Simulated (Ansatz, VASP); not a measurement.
**Two plane-wave programs on C**

Contents of INCAR:

```
SYSTEM = C
ALGO = Normal
EDIFF = 1E-7
ENCUT = 520
GGA = PE
ISIF = 2
ISMEAR = 0
LASPH = .True.
LCHARG = .True.
LELF = .True.
LREAL = .False.
LVHAR = .True.
LWAVE = .False.
NBANDS = 36
NELM = 60
PREC = Accurate
SIGMA = 0.05
```

Contents of KPOINTS:

```
k-points
0
Gamma
  12 12 2
  0 0 0
```

File POSCAR:

```
C
1.0
    2.5457512053     -0.0462520145     -0.0462520145
   -1.3129310221      2.2278112227     -0.0169294123
   -0.2280742143     -0.2280742143     12.5534036215
C
12
Direct
    0.0000000000      0.0000000000      0.1868593266
    0.0000000000      0.0000000000      0.6868593266
    0.0000000000      0.0000000000      0.3131406734
    0.0000000000      0.0000000000      0.8131406734
    0.3333333333      0.6666666667      0.5207665411
    0.6666666667      0.3333333333      0.0207665411
    0.3333333333      0.6666666667      0.9792334589
    0.6666666667      0.3333333333      0.4792334589
    0.3333333333      0.6666666667      0.6450950823
    0.6666666667      0.3333333333      0.1450950823
    0.3333333333      0.6666666667      0.8549049177
    0.6666666667      0.3333333333      0.3549049177
```

Input for Ansatz:

```yaml
crystal:
  lattice:
    - [2.5457512053, -0.0462520145, -0.0462520145]
    - [-1.3129310221, 2.2278112227, -0.0169294123]
    - [-0.2280742143, -0.2280742143, 12.5534036215]
  atoms:
    - { symbol: C, position: [0.0, 0.0, 0.1868593266] }
    - { symbol: C, position: [0.0, 0.0, 0.6868593266] }
    - { symbol: C, position: [0.0, 0.0, 0.3131406734] }
    - { symbol: C, position: [0.0, 0.0, 0.8131406734] }
    - { symbol: C, position: [0.3333333333, 0.6666666667, 0.5207665411] }
    - { symbol: C, position: [0.6666666667, 0.3333333333, 0.0207665411] }
    - { symbol: C, position: [0.3333333333, 0.6666666667, 0.9792334589] }
    - { symbol: C, position: [0.6666666667, 0.3333333333, 0.4792334589] }
    - { symbol: C, position: [0.3333333333, 0.6666666667, 0.6450950823] }
    - { symbol: C, position: [0.6666666667, 0.3333333333, 0.1450950823] }
    - { symbol: C, position: [0.3333333333, 0.6666666667, 0.8549049177] }
    - { symbol: C, position: [0.6666666667, 0.3333333333, 0.3549049177] }
basis:
  ecutwfc: 520.0
kpoints:
  mp_grid: { grid: [12, 12, 2] }
hamiltonian:
  xc: pbe
  pseudopotentials: { kind: paw, azcp: { folder: soft_1 } }
scf:
  occupations: { method: gaussian, width: 0.05 }
output:
  forces: true
  stress: true
  eigenvalues: true
```

Change from the starting cell: equal engineering shear yz, xz and xy -0.0367, equal normal strain along x, y and z +0.0100.

Alike in both runs: task single point; functional PBE; k mesh 12 × 12 × 2; occupations gaussian, width 0.05 eV; no spin polarisation.

```csv
,VASP,Ansatz
version,VASP 6.6.1,Ansatz 0.2.0
potentials or method,"VASP PAW PBE potentials, release 64 (C), cutoff 520 eV","scalar-relativistic, plane waves, PAW"
valence electrons in the cell,48,48
```

Ansatz gave:

* gap on the k mesh at the Fermi level (eV): 3.50
* least direct gap on the mesh (eV): 4.56
* pressure (GPa): -11.1
* traceless stress, the component that is largest in VASP (GPa): 18.37
* rms of the force components (eV/Å): 0.096

What did VASP give for the same quantities?

gap on the k mesh at the Fermi level (eV): 3.49; least direct gap on the mesh (eV): 4.56; pressure (GPa): -10.6; traceless stress, the component that is largest in VASP (GPa): 18.46; rms of the force components (eV/Å): 0.103.

Atom by atom the forces differ by 0.007 eV/Å (rms over components). With one functional, cell and mesh, what is left measures potentials, basis and numerics.
